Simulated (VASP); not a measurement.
# Co2HPdO4 in VASP: relaxation of the atoms with PBEsol

Aim: the relaxation of the atoms of Co2HPdO4 with PBEsol.

Everything below comes from runs of VASP 6.6.1. Logs are shortened: lines on timing, memory, paths and dates and some standing lists are left out, and cuts for length are marked.

**1. The cell of the first run**

The cell holds a slab with vacuum, 8 atoms: a = 2.815 Å, b = 2.815 Å, c = 26.781 Å, α = 90.00°, β = 90.00°, γ = 120.00°.

**2. Relaxation of the atoms, PBEsol**

INCAR reads:

```
SYSTEM = Co2HPdO4
PREC = Accurate
ENCUT = 520
EDIFF = 1E-6
ISMEAR = 0
SIGMA = 0.1
LREAL = .FALSE.
LASPH = .TRUE.
NELM = 60
ALGO = Normal
ISIF = 2
LWAVE = .FALSE.
LCHARG = .FALSE.
LDIPOL = .TRUE.
IDIPOL = 3
DIPOL = 0.5 0.5 0.484
GGA = PS
IBRION = 2
NSW = 90
EDIFFG = -0.03
```

KPOINTS reads:

```
Automatic mesh
0
G
  12 12 1
  0 0 0
```

POSCAR reads:

```
Co2HPdO4
1.0
    2.8149341055      0.0000000000      0.0000000000
   -1.4074670527      2.4378044453      0.0000000000
    0.0000000000      0.0000000000     26.7806301527
O Co Pd H
4 2 1 1
Selective dynamics
Direct
    0.0000000000      0.0000000000      0.3173935771  F F F
    0.6666666667      0.3333333333      0.3885818984  F F F
    0.6666666667      0.3333333333      0.5366390523  T T T
    0.3333333333      0.6666666667      0.6059737673  T T T
    0.3333333333      0.6666666667      0.3529877377  F F F
    0.0000000000      0.0000000000      0.5731669845  T T T
    0.6666666667      0.3333333333      0.4625774266  T T T
    0.0000000000      0.0000000000      0.6321120619  T T T
```

Potentials or basis: VASP PAW PBE potentials, release 64 (O, Co, Pd, H).

Command:

```console
> cat potpaw_PBE.64/O/POTCAR potpaw_PBE.64/Co/POTCAR potpaw_PBE.64/Pd/POTCAR potpaw_PBE.64/H/POTCAR > POTCAR
> mpirun -np 1 vasp_std > vasp.out
```

OUTCAR:

```text
SYSTEM = Co2HPdO4
   PREC = Accurate
   ENCUT = 520
   EDIFF = 1E-6
   ISMEAR = 0
   LREAL = .FALSE.
   LASPH = .TRUE.
   NELM = 60
   ISIF = 2
   GGA = PS
   IBRION = 2
   NSW = 90
   EDIFFG = -0.03

 ion  position               nearest neighbor table
   1  0.000  0.000  0.317-   5 1.88   5 1.88   5 1.88
   2  0.667  0.333  0.389-   5 1.88   5 1.88   5 1.88   7 1.98
   3  0.667  0.333  0.537-   6 1.90   6 1.90   6 1.90   7 1.98
   4  0.333  0.667  0.606-   6 1.85   6 1.85   6 1.85
   5  0.333  0.667  0.353-   1 1.88   1 1.88   1 1.88   2 1.88   2 1.88   2 1.88
   6  0.000  0.000  0.573-   8 1.58   4 1.85   4 1.85   4 1.85   3 1.90   3 1.90   3 1.90
   7  0.667  0.333  0.463-   2 1.98   3 1.98
   8  0.000  0.000  0.632-   6 1.58

  LATTYP: Found a hexagonal cell.
 ALAT       =     2.8149341055
 C/A-ratio  =     9.5137680489

  Lattice vectors:

 A1 = (   2.8149341055,   0.0000000000,   0.0000000000)
 A2 = (  -1.4074670527,   2.4378044453,   0.0000000000)
 A3 = (   0.0000000000,   0.0000000000,  26.7806301527)

Analysis of symmetry for initial positions (statically):
=====================================================================
 Subroutine PRICEL returns:
 Original cell was already a primitive cell.

 Routine SETGRP: Setting up the symmetry group for a
 hexagonal supercell.

 Subroutine GETGRP returns: Found  6 space group operations
 (whereof  6 operations were pure point group operations)
 out of a pool of 24 trial point group operations.

The static configuration has the point symmetry C_3v.

Analysis of symmetry for dynamics (positions and initial velocities):
=====================================================================
 Subroutine PRICEL returns:
 Original cell was already a primitive cell.

 Routine SETGRP: Setting up the symmetry group for a
 hexagonal supercell.

 Subroutine GETGRP returns: Found  6 space group operations
 (whereof  6 operations were pure point group operations)
 out of a pool of 24 trial point group operations.

The dynamic configuration has the point symmetry C_3v.

Analysis of constrained symmetry for selective dynamics:
=====================================================================
 Subroutine PRICEL returns:
 Original cell was already a primitive cell.

 Routine SETGRP: Setting up the symmetry group for a
[... 137 lines left out ...]
   GGA     = PS    functional components
   LHFCALC =     F    Hartree Fock is set to
   AEXX    =    0.0000 exact exchange contribution
   IVDW    =     0    specifies the selected vdW correction
   LEPSILON=     F    determine dielectric tensor
   LRPA    =     F    only Hartree local field effects (RPA)
 conjugate gradient relaxation of ions
 non-spin polarized calculation
 Gauss-broadening in eV      SIGMA  =   0.10
  energy-cutoff  :      520.00
  volume of cell :      183.78
 maximum number of plane-waves:      4975
 NGX is ok and might be reduce to    24
   NGX = 11   NGY = 11   NGZ = 99

 dipolmoment           0.000000      0.000000      0.004355 electrons x Angstroem

--------------------------------------- Ionic step        1  -------------------------------------------

 number of electron      53.0000009 magnetization

 Free energy of the ion-electron system (eV)
  ---------------------------------------------------
  ext. energy  EPLUGINS =         0.00000000
  ---------------------------------------------------
  free energy    TOTEN  =       -50.45348460 eV

  energy without entropy =      -50.41932248  energy(sigma->0) =      -50.43640354

------------------------ aborting loop because EDIFF is reached ----------------------------------------

  FORCE on cell =-STRESS in cart. coord.  units (eV):
  Direction    XX          YY          ZZ          XY          YZ          ZX
  --------------------------------------------------------------------------------------
  -------------------------------------------------------------------------------------
  Total        2.4815283      2.4815283     -0.7162988      0.0000000      0.0000000      0.0000000
  in kB       21.6342542     21.6342542     -6.2447764      0.0000000      0.0000000      0.0000000
  external PRESSURE =      12.3412440 kB  Pullay stress =       0.0000000 kB
[... 107 lines left out ...]
  FREE ENERGIE OF THE ION-ELECTRON SYSTEM (eV)
  ---------------------------------------------------
  free  energy   TOTEN  =       -50.6914180342 eV

  energy  without entropy=      -50.6580543672  energy(sigma->0) =      -50.67473620

[... ionic steps 4 to 14 ...]

--------------------------------------- Ionic step       15  -------------------------------------------

 number of electron      53.0000002 magnetization

------------------------ aborting loop because EDIFF is reached ----------------------------------------
[... 79 lines left out ...]
--------------------------------------- Ionic step       17  -------------------------------------------

 number of electron      53.0000001 magnetization

 dipolmoment           0.000000      0.000000     -0.132275 electrons x Angstroem

 Free energy of the ion-electron system (eV)
  ---------------------------------------------------
  ext. energy  EPLUGINS =         0.00000000
  ---------------------------------------------------
  free energy    TOTEN  =       -50.72230520 eV

  energy without entropy =      -50.68964740  energy(sigma->0) =      -50.70597630

 E-fermi :  -0.9157     XC(G=0):  -5.1837

 val. band max:       -0.9174583497   @ k =   0.0833  -0.0000   0.0000
 cond. band min:      -0.8978845549   @ k =   0.0833   0.0833   0.0000
 fundamental gap:      0.0195737948
 Fermi energy:        -0.9157088466

 k-point     1 :       0.0000    0.0000    0.0000
  band No.  band energies     occupation
      1     -22.4572      2.00000
      2     -21.3759      2.00000
      3     -20.9027      2.00000
      4     -18.9321      2.00000
      5      -9.6140      2.00000
      6      -8.0656      2.00000
[... 635 lines left out ...]
     30       0.8057      0.00000
     31       0.9756      0.00000

------------------------ aborting loop because EDIFF is reached ----------------------------------------

 vacuum level on the upper side and lower side of the slab       (xc-potential included)        -1.907         1.517

  FORCE on cell =-STRESS in cart. coord.  units (eV):
  Direction    XX          YY          ZZ          XY          YZ          ZX
  --------------------------------------------------------------------------------------
  -------------------------------------------------------------------------------------
  Total       -0.5154151     -0.5154151     -0.7908931     -0.0000000      0.0000000     -0.0000000
  in kB       -4.4934489     -4.4934489     -6.8950982     -0.0000000      0.0000000     -0.0000000
  external PRESSURE =      -5.2939987 kB  Pullay stress =       0.0000000 kB
[... 23 lines left out ...]
  FREE ENERGIE OF THE ION-ELECTRON SYSTEM (eV)
  ---------------------------------------------------
  free  energy   TOTEN  =       -50.7223052037 eV

  energy  without entropy=      -50.6896474019  energy(sigma->0) =      -50.70597630

 reached required accuracy - stopping structural energy minimisation

 vacuum level on the upper side and lower side of the slab         3.127         6.626
```

OSZICAR:

```text
N       E                     dE             d eps       ncg     rms          rms(c)
DAV:   1     0.561650870293E+03    0.56165E+03   -0.24286E+04  1178   0.158E+03
DAV:   2     0.461367498056E+02   -0.51551E+03   -0.48821E+03  1383   0.397E+02
DAV:   3    -0.561642767367E+02   -0.10230E+03   -0.10036E+03  1717   0.194E+02
DAV:   4    -0.622098615158E+02   -0.60456E+01   -0.59619E+01  1438   0.504E+01
[... 266 lines left out ...]
DAV:   5    -0.507224190566E+02    0.24092E-03   -0.92051E-04  1902   0.329E-01    0.167E-01
DAV:   6    -0.507223152360E+02    0.10382E-03   -0.41473E-04  1952   0.178E-01    0.617E-02
DAV:   7    -0.507223112739E+02    0.39621E-05   -0.41417E-05  1832   0.922E-02    0.536E-02
DAV:   8    -0.507223050721E+02    0.62019E-05   -0.27092E-05  1514   0.380E-02    0.232E-02
DAV:   9    -0.507223052037E+02   -0.13163E-06   -0.51435E-06   673   0.155E-02
  17 F= -.50722305E+02 E0= -.50705976E+02  d E =-.225534E-03
```

CONTCAR:

```text
Co2HPdO4
   1.00000000000000
     2.8149341054999999    0.0000000000000000    0.0000000000000000
    -1.4074670526999999    2.4378044452999998    0.0000000000000000
     0.0000000000000000    0.0000000000000000   26.7806301526999988
  O               Co              Pd              H
     4     2     1     1
Selective dynamics
Direct
     0.0000000000000000    0.0000000000000000    0.3173935770999989   F   F   F
     0.6666666667000030    0.3333333332999970    0.3885818983999982   F   F   F
     0.6666666667000030    0.3333333332999970    0.5372458570021023   T   T   T
     0.3333333332999970    0.6666666667000030    0.6137390264549448   T   T   T
     0.3333333332999970    0.6666666667000030    0.3529877376999977   F   F   F
     1.0000000000000000    0.0000000000000000    0.5719905976164753   T   T   T
     0.6666666667000030    0.3333333332999970    0.4625036287722714   T   T   T
     0.0000000000000000    0.0000000000000000    0.6285722219367530   T   T   T

  0.00000000E+00  0.00000000E+00  0.00000000E+00
  0.00000000E+00  0.00000000E+00  0.00000000E+00
  0.00000000E+00  0.00000000E+00  0.00000000E+00
  0.00000000E+00  0.00000000E+00  0.00000000E+00
  0.00000000E+00  0.00000000E+00  0.00000000E+00
  0.00000000E+00  0.00000000E+00  0.00000000E+00
  0.00000000E+00  0.00000000E+00  0.00000000E+00
  0.00000000E+00  0.00000000E+00  0.00000000E+00
```

Wall time 67 min (1 thread of Intel Xeon 8259CL, shared host); peak memory 0.43 GiB.

Results:

```yaml
Free_energy: -50.7223 eV
Energy_gained_by_relaxing: 33.6 meV/atom
Ionic_steps: 17
Band_gap_on_the_k_mesh: zero (an odd number of electrons rules out a gap without spin polarisation)
```

Step by step:
| step | energy change (eV) | largest force on free atoms (eV/Å) | pressure (GPa) |
| --- | --- | --- | --- |
| 1 | 0.0000 | 1.9801 | 1.23 |
| 2 | -0.1984 | 0.8878 | 0.31 |
| 3 | -0.2379 | 1.0062 | -0.17 |
| 4 | -0.2411 | 0.8143 | -0.55 |
| 5 | -0.2661 | 0.1817 | -0.41 |
| 6 | -0.2676 | 0.0669 | -0.34 |
| 7 | -0.2678 | 0.0871 | -0.30 |
| 8 | -0.2681 | 0.0340 | -0.29 |
| 9 | -0.2681 | 0.0389 | -0.30 |
| 10 | -0.2682 | 0.0364 | -0.31 |
| 11 | -0.2683 | 0.0463 | -0.30 |
| 12 | -0.2684 | 0.0401 | -0.32 |
| 13 | -0.2685 | 0.0388 | -0.36 |
| 14 | -0.2685 | 0.0770 | -0.45 |
| 15 | -0.2686 | 0.0572 | -0.42 |
| 16 | -0.2687 | 0.0400 | -0.45 |
| 17 | -0.2688 | 0.0161 | -0.53 |

Final structure:
```xyz
8
Lattice="2.8149 0.0000 0.0000 -1.4075 2.4378 0.0000 0.0000 0.0000 26.7806" Properties=species:S:1:pos:R:3 pbc="T T T"
O     0.0000    0.0000    8.5000
O     1.4075    0.8126   10.4065
O     1.4075    0.8126   14.3878
O     0.0000    1.6252   16.4363
Co    0.0000    1.6252    9.4532
Co    2.8149    0.0000   15.3183
Pd    1.4075    0.8126   12.3861
H     0.0000    0.0000   16.8336
```

Caveat: the PAW data sets were made with another functional, which shifts forces and pressure a little; an odd number of electrons without spin polarisation forces a metal; a magnetic or distorted state may lie lower; the run has no spin polarisation, though such a crystal can be magnetic; semilocal functionals often make such compounds metallic where correlation or magnetic order opens a gap, which also shifts bond lengths. Spin polarisation is off, so any magnetic state and its effect on volume and gap are missing.
